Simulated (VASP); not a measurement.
# InSe (R3m) in VASP: single point with PBE+D3(BJ)

Aim: the single point of InSe with PBE+D3(BJ).

Everything below comes from runs of VASP 6.6.1. Logs are shortened: lines on timing, memory, paths and dates and some standing lists are left out, and cuts for length are marked.

**What was measured.**

From “The Interaction of Hydrogen with the van der Waals Crystal γ-InSe”, 2020, pmc:7321205, for a bulk crystal of InSe at 300 K: band gap 1.25 eV.

The results are compared with them further down.

## Step 1: The cell of the first run

It takes space group R3m (No. 160, trigonal). The conventional cell has a = 4.036 Å, b = 4.036 Å, c = 24.910 Å, α = 90.00°, β = 90.00°, γ = 120.00°. Within 3.5 Å of In (site symmetry 3m) lie 3 Se at 2.66 Å and 1 In at 2.79 Å. Within 3.5 Å of In (site symmetry 3m) lie 3 Se at 2.66 Å and 1 In at 2.79 Å. Within 3.5 Å of Se (site symmetry 3m) lie 3 In at 2.66 Å. Se (site symmetry 3m) has 3 In at 2.66 Å within 3.5 Å.

## Step 2: Single point, PBE+D3(BJ)

INCAR

```
SYSTEM = InSe
PREC = Accurate
ENCUT = 520
EDIFF = 1E-6
ISMEAR = 0
SIGMA = 0.02
LREAL = .False.
LASPH = .True.
NELM = 80
ALGO = Normal
ISIF = 2
LWAVE = .False.
LCHARG = .False.
GGA = PE
IVDW = 12
NBANDS = 27
LUSENCCL = .False.
```

KPOINTS

```
Automatic mesh
0
Gamma
  12 12 12
  0 0 0
```

POSCAR

```
InSe
1.0
    2.0181972257      1.1652067115      8.3033250885
   -2.0181972257      1.1652067115      8.3033250885
    0.0000000000     -2.3304134230      8.3033250885
In Se
2 2
Direct
    0.0000475051      0.0000475051      0.0000475051
    0.1121766890      0.1121766890      0.1121766890
    0.6151385376      0.6151385376      0.6151385376
    0.8303372683      0.8303372683      0.8303372683
```

Potentials or basis: VASP PAW PBE potentials, release 64 (In_d, Se).

Started as:

```bash
$ cat potpaw_PBE.64/In_d/POTCAR potpaw_PBE.64/Se/POTCAR > POTCAR
$ mpirun -np 1 vasp_std > vasp.out
```

OUTCAR:

```text
SYSTEM = InSe
   PREC = Accurate
   ENCUT = 520
   EDIFF = 1E-6
   ISMEAR = 0
   LREAL = .False.
   LASPH = .True.
   NELM = 80
   ISIF = 2
   GGA = PE
   IVDW = 12
 IVDW          = 12

 ion  position               nearest neighbor table
   1  0.000  0.000  0.000-   3 2.66   3 2.66   3 2.66   2 2.79
   2  0.112  0.112  0.112-   4 2.66   4 2.66   4 2.66   1 2.79
   3  0.615  0.615  0.615-   1 2.66   1 2.66   1 2.66
   4  0.830  0.830  0.830-   2 2.66   2 2.66   2 2.66

  LATTYP: Found a trigonal (rhomboedric) cell.
 ALAT       =     8.6241541178
 COS(alpha) =     0.8904722446

  Lattice vectors:

 A1 = (   2.0181972257,   1.1652067115,   8.3033250885)
 A2 = (  -2.0181972257,   1.1652067115,   8.3033250885)
 A3 = (   0.0000000000,  -2.3304134230,   8.3033250885)

Analysis of symmetry for initial positions (statically):
=====================================================================
 Subroutine PRICEL returns:
 Original cell was already a primitive cell.

 Routine SETGRP: Setting up the symmetry group for a
 trigonal (rhombohedral) supercell.

 Subroutine GETGRP returns: Found  6 space group operations
 (whereof  6 operations were pure point group operations)
 out of a pool of 12 trial point group operations.

The static configuration has the point symmetry C_3v.

Analysis of symmetry for dynamics (positions and initial velocities):
=====================================================================
 Subroutine PRICEL returns:
 Original cell was already a primitive cell.

 Routine SETGRP: Setting up the symmetry group for a
 trigonal (rhombohedral) supercell.

 Subroutine GETGRP returns: Found  6 space group operations
 (whereof  6 operations were pure point group operations)
 out of a pool of 12 trial point group operations.

The dynamic configuration has the point symmetry C_3v.

 Subroutine INISYM returns: Found  6 space group operations
 (whereof  6 operations are pure point group operations),
 and found     1 'primitive' translations

----------------------------------------------------------------------------------------

                                     Primitive cell

  volume of cell :     117.1574

  direct lattice vectors                    reciprocal lattice vectors
     2.018197226  1.165206711  8.303325088     0.247745856  0.143036137  0.040144560
    -2.018197226  1.165206711  8.303325088    -0.247745856  0.143036137  0.040144560
     0.000000000 -2.330413423  8.303325088     0.000000000 -0.286072274  0.040144560

  length of vectors
     8.624154118  8.624154118  8.624154118     0.288875287  0.288875287  0.288875287

  position of ions in fractional coordinates (direct lattice)
     0.000047505  0.000047505  0.000047505
     0.112176689  0.112176689  0.112176689
     0.615138538  0.615138538  0.615138538
     0.830337268  0.830337268  0.830337268

  ion indices of the primitive-cell ions
   primitive index   ion index
                 1           1
                 2           2
                 3           3
                 4           4

----------------------------------------------------------------------------------------

 KPOINTS: Automatic mesh

Automatic generation of k-mesh.
 Grid dimensions read from file:
 generate k-points for:   12   12   12

 Generating k-lattice:

  Cartesian coordinates                     Fractional coordinates (reciprocal lattice)
     0.020645488  0.011919678  0.003345380     0.083333333  0.000000000  0.000000000
    -0.020645488  0.011919678  0.003345380     0.000000000  0.083333333  0.000000000
     0.000000000 -0.023839356  0.003345380     0.000000000  0.000000000  0.083333333

  Length of vectors
     0.024072941  0.024072941  0.024072941

  Shift w.r.t. Gamma in fractional coordinates (k-lattice)
     0.000000000  0.000000000  0.000000000

 Subroutine IBZKPT returns following result:
 ===========================================

 Found    189 irreducible k-points:

 Following reciprocal coordinates:
            Coordinates               Weight
  0.000000  0.000000  0.000000      1.000000
  0.083333  0.000000  0.000000      6.000000
  0.166667  0.000000  0.000000      6.000000
  0.250000  0.000000  0.000000      6.000000
  0.333333  0.000000  0.000000      6.000000
  0.416667  0.000000  0.000000      6.000000
[... 16 lines left out ...]
  0.500000  0.166667  0.000000     12.000000
 -0.416667  0.166667  0.000000     12.000000
 [... further k-points ...]
   k-points           NKPTS =    189   k-points in BZ     NKDIM =    189   number of bands    NBANDS=     27
   number of dos      NEDOS =    301   number of ions     NIONS =      4
   total plane-waves  NPLWV = 262144
   dimension x,y,z NGX =    64 NGY =   64 NGZ =   64
   dimension x,y,z NGXF=   128 NGYF=  128 NGZF=  128
   ions per type =               2   2
   NGX,Y,Z   is equivalent  to a cutoff of  12.34, 12.34, 12.34 a.u.
   NGXF,Y,Z  is equivalent  to a cutoff of  24.67, 24.67, 24.67 a.u.
 SYSTEM =  InSe
   PREC   = accura    normal or accurate (medium, high low for compatibility)
   ISTART =      0    job   : 0-new  1-cont  2-samecut
   ICHARG =      2    charge: 1-file 2-atom 10-const
   ISPIN  =      1    spin polarized calculation?
   LNONCOLLINEAR =      F non collinear calculations
   LSORBIT =      F    spin-orbit coupling
   LASPH  =      T    aspherical Exc in radial PAW
   ENCUT  =  520.0 eV  38.22 Ry    6.18 a.u.  16.04 16.04 16.04*2*pi/ulx,y,z
   NELM   =     80;   NELMIN=  2; NELMDL= -5     # of ELM steps
   EDIFF  = 0.1E-05   stopping-criterion for ELM
   LREAL  =      F    real-space projection
   EDIFFG = 0.1E-04   stopping-criterion for IOM
   NSW    =      0    number of steps for IOM
   IBRION =     -1    ionic relax: 0-MD 1-quasi-New 2-CG
   NFREE  =      0    steps in history (QN), initial steepest desc. (CG)
   ISIF   =      2    stress and relaxation
   ISYM   =      2    0-nonsym 1-usesym 2-fastsym
   POTIM  = 0.5000    time-step for ionic-motion
   TEBEG  =    0.0;   TEEND  =   0.0 temperature during run
   PSTRESS=    0.0 pullay stress
   NELECT =      38.0000    total number of electrons
   NUPDOWN=      -1.0000    fix difference up-down
   EMIN   =  10.00;   EMAX   =-10.00  energy-range for DOS
   EFERMI =   0.00;   METHOD = LEGACY
   ISMEAR =     0;   SIGMA  =   0.02  broadening in eV -4-tet -1-fermi 0-gaus
   EFERMI_NEDOS =   21; number of points for ismear=-14 and -15
   IALGO  =     38    algorithm
   IMIX   =      4    mixing-type and parameters
     AMIX     =   0.40;   BMIX     =  1.00
     AMIX_MAG =   1.60;   BMIX_MAG =  1.00
  volume/ion in A,a.u.               =      29.29       197.65
  Fermi-wavevector in a.u.,A,eV,Ry     =   1.124811  2.125584 17.214076  1.265199
  Thomas-Fermi vector in A             =   2.261484
   LORBIT       =      0    0 simple, 1 ext, 2 COOP (PROOUT), +10 PAW based schemes
   GGA     = PE    functional components
   LHFCALC =     F    Hartree Fock is set to
   AEXX    =    0.0000 exact exchange contribution
   IVDW    =    12    specifies the selected vdW correction
   LEPSILON=     F    determine dielectric tensor
   LRPA    =     F    only Hartree local field effects (RPA)
 non-spin polarized calculation
 Gauss-broadening in eV      SIGMA  =   0.02
  energy-cutoff  :      520.00
  volume of cell :      117.16
 maximum number of plane-waves:      3182
   NGX = 33   NGY = 33   NGZ = 33

 number of electron      37.9999996 magnetization

 Free energy of the ion-electron system (eV)
  ---------------------------------------------------
  ext. energy  EPLUGINS =         0.00000000
  ---------------------------------------------------
  free energy    TOTEN  =       -14.15568568 eV

  energy without entropy =      -14.15568568  energy(sigma->0) =      -14.15568568

 E-fermi :   4.2846     XC(G=0):  -8.9171

 val. band max:        4.1413276745   @ k =   0.5000   0.5000   0.5000
 cond. band min:       4.4287549082   @ k =   0.5000   0.5000   0.5000
 fundamental gap:      0.2874272337
 Fermi energy:         4.2845718723

 k-point     1 :       0.0000    0.0000    0.0000
  band No.  band energies     occupation
      1     -10.7052      2.00000
      2     -10.5191      2.00000
      3     -10.5191      2.00000
      4     -10.4354      2.00000
      5     -10.4354      2.00000
      6     -10.4280      2.00000
[... 19 lines left out ...]
     26       9.5098      0.00000
     27      11.5840      0.00000

 k-point     2 :       0.0833    0.0000    0.0000
  band No.  band energies     occupation
      1     -10.7048      2.00000
      2     -10.5453      2.00000
      3     -10.5180      2.00000
      4     -10.4608      2.00000
      5     -10.4307      2.00000
      6     -10.4298      2.00000
[... 19 lines left out ...]
     26       9.6713      0.00000
     27      11.6534      0.00000

 k-point     3 :       0.1667    0.0000    0.0000
  band No.  band energies     occupation
      1     -10.7081      2.00000
      2     -10.6014      2.00000
      3     -10.5225      2.00000
      4     -10.5161      2.00000
      5     -10.4348      2.00000
      6     -10.4177      2.00000
[... 19 lines left out ...]
     26      10.0523      0.00000
     27      10.9569      0.00000

 k-point     4 :       0.2500    0.0000    0.0000
  band No.  band energies     occupation
      1     -10.7319      2.00000
      2     -10.6415      2.00000
      3     -10.5934      2.00000
      4     -10.5152      2.00000
      5     -10.4415      2.00000
      6     -10.4001      2.00000
[... 19 lines left out ...]
     26      10.5005      0.00000
     27      10.7874      0.00000

 k-point     5 :       0.3333    0.0000    0.0000
  band No.  band energies     occupation
      1     -10.7751      2.00000
      2     -10.6551      2.00000
      3     -10.6487      2.00000
      4     -10.5157      2.00000
      5     -10.4480      2.00000
      6     -10.3825      2.00000
[... 19 lines left out ...]
     26      10.7207      0.00000
     27      11.2695      0.00000

 k-point     6 :       0.4167    0.0000    0.0000
  band No.  band energies     occupation
      1     -10.8087      2.00000
      2     -10.6940      2.00000
      3     -10.6486      2.00000
      4     -10.5166      2.00000
      5     -10.4527      2.00000
      6     -10.3697      2.00000
[... 444 lines left out ...]
      1     -10.7461      2.00000
      2     -10.6479      2.00000
      3     -10.6235      2.00000
      4     -10.5197      2.00000
      5     -10.4392      2.00000
      6     -10.3966      2.00000
[... 19 lines left out ...]
     26      10.6003      0.00000
     27      11.1215      0.00000

 k-point    22 :       0.4167    0.1667    0.0000
  band No.  band energies     occupation
      1     -10.7812      2.00000
      2     -10.6719      2.00000
      3     -10.6492      2.00000
      4     -10.5239      2.00000
      5     -10.4408      2.00000
      6     -10.3860      2.00000
[... 19 lines left out ...]
     26      10.7778      0.00000
     27      11.0930      0.00000

 k-point    23 :       0.5000    0.1667    0.0000
  band No.  band energies     occupation
      1     -10.8073      2.00000
      2     -10.7025      2.00000
      3     -10.6480      2.00000
      4     -10.5274      2.00000
      5     -10.4419      2.00000
      6     -10.3782      2.00000
[... 19 lines left out ...]
     26      10.9849      0.00000
     27      11.5898      0.00000

 k-point    24 :      -0.4167    0.1667    0.0000
  band No.  band energies     occupation
      1     -10.8174      2.00000
      2     -10.7124      2.00000
      3     -10.6472      2.00000
      4     -10.5288      2.00000
      5     -10.4423      2.00000
      6     -10.3753      2.00000
[... 19 lines left out ...]
     26      11.1201      0.00000
     27      11.8144      0.00000

 [... further k-points ...]

------------------------ aborting loop because EDIFF is reached ----------------------------------------

 Edisp (eV)   -1.19899

 E8    (eV) :    -0.5499

  FORCE on cell =-STRESS in cart. coord.  units (eV):
  Direction    XX          YY          ZZ          XY          YZ          ZX
  --------------------------------------------------------------------------------------
  -------------------------------------------------------------------------------------
  Total       0.03554     0.03554     0.02765     0.00000     0.00000     0.00000
  in kB       0.48598     0.48598     0.37807     0.00000     0.00000     0.00000
  external pressure =        0.45 kB  Pullay stress =        0.00 kB

 VOLUME and BASIS-vectors are now :
 -----------------------------------------------------------------------------
  energy-cutoff  :      520.00
  volume of cell :      117.16
      direct lattice vectors                 reciprocal lattice vectors
     2.018197226  1.165206711  8.303325088     0.247745856  0.143036137  0.040144560
    -2.018197226  1.165206711  8.303325088    -0.247745856  0.143036137  0.040144560
     0.000000000 -2.330413423  8.303325088     0.000000000 -0.286072274  0.040144560

 POSITION                                       TOTAL-FORCE (eV/Angst)
 -----------------------------------------------------------------------------------
      0.00000      0.00000      0.00118         0.000000      0.000000      0.012240
      0.00000      0.00000      2.79432         0.000000      0.000000     -0.012203
      0.00000      0.00000     15.32309         0.000000      0.000000     -0.013450
      0.00000      0.00000     20.68368         0.000000      0.000000      0.013412
 -----------------------------------------------------------------------------------
    total drift:                                0.000000      0.000000     -0.000165

  FREE ENERGIE OF THE ION-ELECTRON SYSTEM (eV)
  ---------------------------------------------------
  free  energy   TOTEN  =       -15.3546751170 eV

  energy  without entropy=      -15.3546751170  energy(sigma->0) =      -15.35467512
```

Wall time 7.8 min (1 × NVIDIA H100 80GB with 1 thread of Intel Xeon Platinum 8481C at 2.70GHz (Sapphire Rapids), shared host); peak memory 1.8 GiB.

What came out:

```yaml
Free_energy: -15.3547 eV
Pressure: 0.0 GPa
Largest_force: 0.013 eV/Å
Band_gap_on_the_k_mesh: 0.29 eV
Dispersion_energy_per_atom: -0.300 eV
```

Forces in eV/Å, atoms in the order of the input:
```
In   0.000  0.000  0.012
In   0.000  0.000 -0.012
Se   0.000  0.000 -0.013
Se   0.000  0.000  0.013
```

Caveat: spin-orbit coupling is left out, which moves the levels of the heavy elements.

## Step 3: How close it comes

Step 2. A measured gap of InSe is 1.25 eV (300 K; “The Interaction of Hydrogen with the van der Waals Crystal γ-InSe”, 2020, pmc:7321205); the calculated 0.29 eV misses it by -0.96 eV. Spin-orbit coupling on In, Se is left out. The value is that of PBE+D3(BJ) on a finite k mesh, which can miss the band edges, without temperature or zero-point motion. Semilocal functionals fall short of measured gaps as a rule.
